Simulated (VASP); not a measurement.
LiH:

```
CELL_PARAMETERS angstrom
0.00000 1.92713 1.99847
1.92713 0.00000 1.99847
1.92713 1.92713 0.00000
ATOMIC_POSITIONS crystal
Li 0.00000 0.00000 0.00000
H 0.50000 0.50000 0.50000
```

This cell differs from its parent crystal: biaxial xy strain -3.6%.

Base run:

- Program: VASP 6.6.1
- Functional: PBE
- Potentials or basis: VASP PAW PBE potentials, release 64 (Li_sv, H)
- Cutoff: 520 eV
- k mesh: 10 × 10 × 10
- Occupations: fermi-dirac, width 0.02 eV
- Spin: no spin polarisation

Its results: band gap on the k mesh 2.48 eV, indirect (least direct gap 2.77 eV).

The run is repeated on the same cell with these changes: functional from PBE to r2SCAN; occupations from fermi-dirac, width 0.02 eV to gaussian, width 0.01 eV. What comes out?

Band gap on the k mesh 3.08 eV, indirect (least direct gap 3.37 eV).

A k mesh can miss the band edges.
